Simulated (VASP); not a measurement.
# Sn4As (P1) in VASP: single point with PBE

Aim: the single point of Sn4As with PBE.

Everything below comes from runs of VASP 6.6.1. Logs are shortened: lines on timing, memory, paths and dates and some standing lists are left out, and cuts for length are marked.

**1. The cell of the first run**

The typed cell holds 10 atoms: a = 5.887 Å, b = 5.890 Å, c = 9.658 Å, α = 89.99°, β = 90.03°, γ = 115.99°.

**2. Single point, PBE**

INCAR

```
SYSTEM = Sn4As
PREC = Accurate ; ENCUT = 520
EDIFF = 1E-6 ; ISMEAR = 0
SIGMA = 0.2 ; LREAL = .FALSE.
LASPH = .TRUE. ; NELM = 80
ALGO = Fast ; ISIF = 2
LWAVE = .FALSE. ; LCHARG = .FALSE.
GGA = PE ; NBANDS = 72
```

KPOINTS

```
Automatic mesh
0
G
  4 4 2
  0 0 0
```

POSCAR

```
Sn4As
1.0
    3.5286053766     -3.1225879230     -3.5291140923
   -3.5314825877     -3.1190217551      3.5342123386
   -6.8335022075      0.0001806137     -6.8255561306
Sn As
8 2
Direct
    0.0893819562      0.5226170378      0.9999223315
    0.5895849674      0.0237487938      0.4998908443
    0.5228437316      1.0890656818      0.0003868854
    1.0234360928      0.5900105017      0.4998839073
    0.7557150527      0.7558249975      0.7132740416
    0.2557984506      0.2558063251      0.2136657114
    0.2559514106      0.2556539628      0.7865792016
    0.7556614705      0.7560860926      0.2861217830
    0.8763739153      0.8751275775      0.9998354538
    0.3752529521      0.3760590293      0.5004398399
```

Potentials or basis: VASP PAW PBE potentials, release 64 (Sn_d, As).

Command:

```sh
> cat potpaw_PBE.64/Sn_d/POTCAR potpaw_PBE.64/As/POTCAR > POTCAR
> mpirun -np 1 vasp_std > vasp.out
```

OUTCAR:

```text
SYSTEM = Sn4As
   PREC = Accurate
   ENCUT = 520
   EDIFF = 1E-6
   ISMEAR = 0
   LREAL = .FALSE.
   LASPH = .TRUE.
   NELM = 80
   ISIF = 2
   GGA = PE

 ion  position               nearest neighbor table
   1  0.089  0.523  1.000-   9 2.86   7 3.01   6 3.01   3 3.19   3 3.19
   2  0.590  0.024  0.500-  10 2.86   5 3.01   8 3.01   4 3.19   4 3.19
   3  0.523  0.089  0.000-   9 2.87   6 3.01   7 3.01   1 3.19   1 3.19
   4  0.023  0.590  0.500-  10 2.86   5 3.01   8 3.01   2 3.19   2 3.19
   5  0.756  0.756  0.713-   9 2.87   4 3.01   2 3.01  10 3.14   7 3.20   7 3.20
   6  0.256  0.256  0.214-  10 2.87   3 3.01   1 3.01   9 3.14   8 3.20   8 3.20
   7  0.256  0.256  0.787-  10 2.86   1 3.01   3 3.01   9 3.14   5 3.20   5 3.20
   8  0.756  0.756  0.286-   9 2.86   4 3.01   2 3.01  10 3.15   6 3.20   6 3.20
   9  0.876  0.875  1.000-   1 2.86   8 2.86   3 2.87   5 2.87   7 3.14   6 3.14
  10  0.375  0.376  0.500-   4 2.86   2 2.86   7 2.86   6 2.87   5 3.14   8 3.15

  LATTYP: Found a triclinic cell.
 ALAT       =     5.8869565581
 B/A-ratio  =     1.0004913535
 C/A-ratio  =     1.6406464556
 COS(alpha) =     0.0001558544
 COS(beta)  =     0.0004419781
 COS(gamma) =     0.4382171149

  Lattice vectors:

 A1 = (   3.5286053766,  -3.1225879230,  -3.5291140923)
 A2 = (   3.5314825877,   3.1190217551,  -3.5342123386)
 A3 = (   6.8335022075,  -0.0001806137,   6.8255561306)

Analysis of symmetry for initial positions (statically):
=====================================================================
 Subroutine PRICEL returns:
 Original cell was already a primitive cell.

 Routine SETGRP: Setting up the symmetry group for a
 triclinic supercell.

 Subroutine GETGRP returns: Found  1 space group operations
 (whereof  1 operations were pure point group operations)
 out of a pool of  2 trial point group operations.

The static configuration has the point symmetry C_1 .

Analysis of symmetry for dynamics (positions and initial velocities):
=====================================================================
 Subroutine PRICEL returns:
 Original cell was already a primitive cell.

 Routine SETGRP: Setting up the symmetry group for a
 triclinic supercell.

 Subroutine GETGRP returns: Found  1 space group operations
 (whereof  1 operations were pure point group operations)
 out of a pool of  2 trial point group operations.

The dynamic configuration has the point symmetry C_1 .

 Subroutine INISYM returns: Found  1 space group operations
 (whereof  1 operations are pure point group operations),
 and found     1 'primitive' translations

----------------------------------------------------------------------------------------

                                     Primitive cell

  volume of cell :     301.0213

  direct lattice vectors                    reciprocal lattice vectors
     3.528605377 -3.122587923 -3.529114092     0.070720635 -0.160305518 -0.070807207
    -3.531482588 -3.119021755  3.534212339    -0.070805735 -0.160124542  0.070883927
    -6.833502207  0.000180614 -6.825556131    -0.073228273 -0.000026030 -0.073194686

  length of vectors
     5.886956558  5.889849135  9.658414412     0.188978644  0.188885818  0.103536673

  position of ions in fractional coordinates (direct lattice)
     0.089381956  0.522617038  0.999922332
     0.589584967  0.023748794  0.499890844
     0.522843732  0.089065682  0.000386885
     0.023436093  0.590010502  0.499883907
     0.755715053  0.755824997  0.713274042
     0.255798451  0.255806325  0.213665711
     0.255951411  0.255653963  0.786579202
     0.755661471  0.756086093  0.286121783
     0.876373915  0.875127578  0.999835454
     0.375252952  0.376059029  0.500439840

  ion indices of the primitive-cell ions
   primitive index   ion index
                 1           1
                 2           2
                 3           3
                 4           4
                 5           5
                 6           6
                 7           7
                 8           8
                 9           9
                10          10

----------------------------------------------------------------------------------------

 KPOINTS: Automatic mesh

Automatic generation of k-mesh.
 Grid dimensions read from file:
 generate k-points for:    4    4    2

 Generating k-lattice:

  Cartesian coordinates                     Fractional coordinates (reciprocal lattice)
     0.017680159 -0.040076379 -0.017701802     0.250000000 -0.000000000  0.000000000
    -0.017701434 -0.040031136  0.017720982     0.000000000  0.250000000  0.000000000
    -0.036614137 -0.000013015 -0.036597343    -0.000000000  0.000000000  0.500000000

  Length of vectors
     0.047244661  0.047221455  0.051768337

  Shift w.r.t. Gamma in fractional coordinates (k-lattice)
     0.000000000  0.000000000  0.000000000

 Subroutine IBZKPT returns following result:
 ===========================================

 Found     20 irreducible k-points:

 Following reciprocal coordinates:
            Coordinates               Weight
  0.000000  0.000000  0.000000      1.000000
  0.250000  0.000000 -0.000000      2.000000
  0.500000  0.000000 -0.000000      1.000000
 -0.000000  0.250000  0.000000      2.000000
  0.250000  0.250000 -0.000000      2.000000
  0.500000  0.250000 -0.000000      2.000000
[... 12 lines left out ...]
  0.250000  0.500000  0.500000      2.000000
  0.500000  0.500000  0.500000      1.000000
   k-points           NKPTS =     20   k-points in BZ     NKDIM =     20   number of bands    NBANDS=     72
   number of dos      NEDOS =    301   number of ions     NIONS =     10
   total plane-waves  NPLWV = 165888
   dimension x,y,z NGX =    48 NGY =   48 NGZ =   72
   dimension x,y,z NGXF=    96 NGYF=   96 NGZF=  144
   ions per type =               8   2
   NGX,Y,Z   is equivalent  to a cutoff of  13.56, 13.55, 12.39 a.u.
   NGXF,Y,Z  is equivalent  to a cutoff of  27.11, 27.10, 24.79 a.u.
 SYSTEM =  Sn4As
   PREC   = accura    normal or accurate (medium, high low for compatibility)
   ISTART =      0    job   : 0-new  1-cont  2-samecut
   ICHARG =      2    charge: 1-file 2-atom 10-const
   ISPIN  =      1    spin polarized calculation?
   LNONCOLLINEAR =      F non collinear calculations
   LSORBIT =      F    spin-orbit coupling
   LASPH  =      T    aspherical Exc in radial PAW
   ENCUT  =  520.0 eV  38.22 Ry    6.18 a.u.  10.95 10.95 17.96*2*pi/ulx,y,z
   NELM   =     80;   NELMIN=  2; NELMDL= -5     # of ELM steps
   EDIFF  = 0.1E-05   stopping-criterion for ELM
   LREAL  =      F    real-space projection
   EDIFFG = 0.1E-04   stopping-criterion for IOM
   NSW    =      0    number of steps for IOM
   IBRION =     -1    ionic relax: 0-MD 1-quasi-New 2-CG
   NFREE  =      0    steps in history (QN), initial steepest desc. (CG)
   ISIF   =      2    stress and relaxation
   ISYM   =      2    0-nonsym 1-usesym 2-fastsym
   POTIM  = 0.5000    time-step for ionic-motion
   TEBEG  =    0.0;   TEEND  =   0.0 temperature during run
   PSTRESS=    0.0 pullay stress
   NELECT =     122.0000    total number of electrons
   NUPDOWN=      -1.0000    fix difference up-down
   EMIN   =  10.00;   EMAX   =-10.00  energy-range for DOS
   EFERMI =   0.00;   METHOD = LEGACY
   ISMEAR =     0;   SIGMA  =   0.20  broadening in eV -4-tet -1-fermi 0-gaus
   EFERMI_NEDOS =   21; number of points for ismear=-14 and -15
   IALGO  =     68    algorithm
   IMIX   =      4    mixing-type and parameters
     AMIX     =   0.40;   BMIX     =  1.00
     AMIX_MAG =   1.60;   BMIX_MAG =  1.00
  volume/ion in A,a.u.               =      30.10       203.14
  Fermi-wavevector in a.u.,A,eV,Ry     =   1.211516  2.289433 19.970224  1.467770
  Thomas-Fermi vector in A             =   2.347029
   LORBIT       =      0    0 simple, 1 ext, 2 COOP (PROOUT), +10 PAW based schemes
   GGA     = PE    functional components
   LHFCALC =     F    Hartree Fock is set to
   AEXX    =    0.0000 exact exchange contribution
   IVDW    =     0    specifies the selected vdW correction
   LEPSILON=     F    determine dielectric tensor
   LRPA    =     F    only Hartree local field effects (RPA)
 non-spin polarized calculation
 RMM-DIIS sequential band-by-band and
 Gauss-broadening in eV      SIGMA  =   0.20
  energy-cutoff  :      520.00
  volume of cell :      301.02
 maximum number of plane-waves:      8140
 NGX is ok and might be reduce to    48
   NGX = 21   NGY = 21   NGZ = 35

 number of electron     122.0000046 magnetization

 Free energy of the ion-electron system (eV)
  ---------------------------------------------------
  ext. energy  EPLUGINS =         0.00000000
  ---------------------------------------------------
  free energy    TOTEN  =       -38.67744526 eV

  energy without entropy =      -38.64040525  energy(sigma->0) =      -38.65892526

 E-fermi :   5.8903     XC(G=0):  -9.4700

 val. band max:        5.7464328923   @ k =   0.2500   0.2500   0.5000
 cond. band min:       5.9895929881   @ k =   0.5000   0.5000  -0.0000
 fundamental gap:      0.2431600957
 Fermi energy:         5.8903036835

 k-point     1 :       0.0000    0.0000    0.0000
  band No.  band energies     occupation
      1     -15.6334      2.00000
      2     -15.6210      2.00000
      3     -15.6114      2.00000
      4     -15.5992      2.00000
      5     -15.5933      2.00000
      6     -15.5602      2.00000
[... 64 lines left out ...]
     71       8.8827      0.00000
     72      10.5051      0.00000

 k-point     2 :       0.2500    0.0000   -0.0000
  band No.  band energies     occupation
      1     -15.6292      2.00000
      2     -15.6132      2.00000
      3     -15.6089      2.00000
      4     -15.5902      2.00000
      5     -15.5867      2.00000
      6     -15.5513      2.00000
[... 1342 lines left out ...]
 k-point    20 :       0.5000    0.5000    0.5000
  band No.  band energies     occupation
      1     -15.6175      2.00000
      2     -15.6168      2.00000
      3     -15.6153      2.00000
      4     -15.6148      2.00000
      5     -15.5954      2.00000
      6     -15.5952      2.00000
[... 64 lines left out ...]
     71       9.9443      0.00000
     72       9.9477      0.00000

------------------------ aborting loop because EDIFF is reached ----------------------------------------

  FORCE on cell =-STRESS in cart. coord.  units (eV):
  Direction    XX          YY          ZZ          XY          YZ          ZX
  --------------------------------------------------------------------------------------
  -------------------------------------------------------------------------------------
  Total       -0.0328816     -0.0828400     -0.0396167     -0.0110602      0.0009457      0.0175764
  in kB       -0.1750113     -0.4409134     -0.2108585     -0.0588676      0.0050337      0.0935496
  external PRESSURE =      -0.2755944 kB  Pullay stress =       0.0000000 kB

 VOLUME and BASIS-vectors are now :
 -----------------------------------------------------------------------------
  energy-cutoff  :      520.00
  volume of cell :      301.02
      direct lattice vectors                 reciprocal lattice vectors
     3.528605377 -3.122587923 -3.529114092     0.070720635 -0.160305518 -0.070807207
    -3.531482588 -3.119021755  3.534212339    -0.070805735 -0.160124542  0.070883927
    -6.833502207  0.000180614 -6.825556131    -0.073228273 -0.000026030 -0.073194686

 POSITION                                       TOTAL-FORCE (eV/Angst)
 -----------------------------------------------------------------------------------
     -8.36319     -1.90898     -5.29343        -0.000958     -0.002489     -0.000456
     -1.41946     -1.91501     -5.40881         0.007443      0.000524     -0.002745
      1.52773     -1.91042     -1.53304         0.008909      0.000729     -0.000052
     -5.41687     -1.91335     -1.40947        -0.003765      0.001986      0.009502
     -4.87672     -4.71709     -4.86425         0.002713      0.003089      0.003623
     -1.46085     -1.59658     -1.45706        -0.003215      0.002194      0.000262
     -5.37478     -1.59648     -5.36859        -0.004741      0.001159     -0.006021
     -1.95889     -4.71782     -1.94759        -0.010385      0.003632     -0.011417
     -6.83050     -5.46592     -6.82437        -0.002418     -0.002531      0.003276
     -3.42368     -2.34461     -3.41102         0.006417     -0.008293      0.004028
 -----------------------------------------------------------------------------------
    total drift:                                0.000023      0.000150     -0.000044

  FREE ENERGIE OF THE ION-ELECTRON SYSTEM (eV)
  ---------------------------------------------------
  free  energy   TOTEN  =       -38.6774452643 eV

  energy  without entropy=      -38.6404052542  energy(sigma->0) =      -38.65892526
```

Wall time 15 min (1 thread of Intel Xeon 8259CL, shared host); peak memory 0.59 GiB.

Results:

| Item | Value |
| --- | --- |
| Free energy | -38.6774 eV |
| Pressure | 0.0 GPa |
| Largest force | 0.016 eV/Å |
| Band gap on the k mesh | zero (bands 61 and 62 overlap by 1.44 eV) |

Forces on the atoms (eV/Å):
```
Sn  -0.001 -0.002  0.000
Sn   0.007  0.001 -0.003
Sn   0.009  0.001  0.000
Sn  -0.004  0.002  0.010
Sn   0.003  0.003  0.004
Sn  -0.003  0.002  0.000
Sn  -0.005  0.001 -0.006
Sn  -0.010  0.004 -0.011
As  -0.002 -0.003  0.003
As   0.006 -0.008  0.004
```

Levels at points of the mesh, in eV from the Fermi level:
```csv
k point,band 59,band 60,band 61,band 62,band 63,band 64
"(0.00, 0.00, 0.00)",-1.23,-1.01,-0.89,-0.18,-0.16,0.26
"(0.50, 0.00, 0.00)",-0.31,-0.31,0.59,0.61,1.12,1.13
"(0.00, 0.50, 0.00)",-0.32,-0.31,0.59,0.60,1.12,1.13
"(0.50, 0.50, 0.00)",-0.78,-0.62,-0.34,0.10,0.29,0.60
"(0.00, 0.00, 0.50)",-1.17,-1.16,-0.61,-0.61,0.45,0.46
"(0.50, 0.00, 0.50)",-0.27,-0.27,0.29,0.29,0.63,0.64
"(0.00, 0.50, 0.50)",-0.27,-0.27,0.28,0.29,0.64,0.64
"(0.50, 0.50, 0.50)",-1.17,-1.16,0.17,0.18,1.18,1.18
```

Caveat: spin-orbit coupling is left out, which moves the levels of the heavy elements.
